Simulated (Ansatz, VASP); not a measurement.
**One calculation of C, two programs**

File INCAR:

```
PREC     = Accurate       # precision mode
ENCUT    = 520            # plane-wave cutoff, eV
EDIFF    = 1E-6           # SCF threshold, eV
ISMEAR   = -1             # smearing method
SIGMA    = 0.05           # smearing width, eV
LREAL    = False          # projectors in reciprocal space
LASPH    = True           # aspherical terms in the spheres
NELM     = 100            # most SCF steps
ALGO     = Normal         # electronic algorithm
ISIF     = 2              # what is computed and relaxed
LWAVE    = False          # write WAVECAR
LCHARG   = False          # write CHGCAR
GGA      = PS             # functional
NBANDS   = 11             # bands
```

KPOINTS

```
regular mesh
0
Gamma
  18 18 18
```

Contents of POSCAR:

```
C
1.0
    0.0000000000      2.1410865032      3.3701728316
    1.2361326873      0.0000000000      3.3701728316
    1.2361326873      2.1410865032      0.0000000000
C
2
Direct
    0.1666700000      0.8333300000      0.1666700000
    0.8333300000      0.1666700000      0.8333300000
```

Input for Ansatz:

```yaml
crystal:
  lattice:
    - [0.0, 2.1410865032, 3.3701728316]
    - [1.2361326873, 0.0, 3.3701728316]
    - [1.2361326873, 2.1410865032, 0.0]
  atoms:
    - { symbol: C, position: [0.16667, 0.83333, 0.16667] }
    - { symbol: C, position: [0.83333, 0.16667, 0.83333] }
kpoints:
  mp_grid: { grid: [18, 18, 18] }
  band_path:
    path:
      - [0.0, 0.0, 0.0]
      - [0.5, 0.0, 0.5]
      - [1.0, 0.5, 0.5]
      - [0.5, 0.5, 0.0]
      - [0.0, 0.0, 0.0]
      - [0.0, 0.3669630913, 0.3669630913]
      - [1.0, 0.6330369087, 0.6330369087]
      - [1.0, 0.5, 0.5]
      - [0.5, 0.0, 0.5]
    npoints: 5
scf:
  occupations: { method: fermi_dirac, width: 0.05 }
hamiltonian:
  xc: pbesol
  pseudopotentials: { kind: all_electron, lapw: { basis_error: 0.00025 } }
output:
  forces: true
  stress: true
  eigenvalues: true
```

Change from the starting cell: volume scaled by 1.02.

Alike in both runs: task single point; functional PBEsol; k mesh 18 × 18 × 18; occupations fermi-dirac, width 0.05 eV; no spin polarisation.

|  | VASP | Ansatz |
| --- | --- | --- |
| version | VASP 6.6.1 | Ansatz 0.2.0 |
| potentials or method | VASP PAW PBE potentials, release 64 (C), cutoff 520 eV | all-electron LAPW, scalar-relativistic |

VASP gave:

```
pressure (GPa)                                                : -3.4
traceless stress, the component that is largest in VASP (GPa) : 4.89
```

**Question.** What did Ansatz give for the same quantities?

**Answer.** Pressure (GPa): -4.1; traceless stress, the component that is largest in VASP (GPa): 5.67.

VASP's potentials were made for PBE, not for PBEsol. Ansatz ran all-electron here, and VASP with PAW potentials.
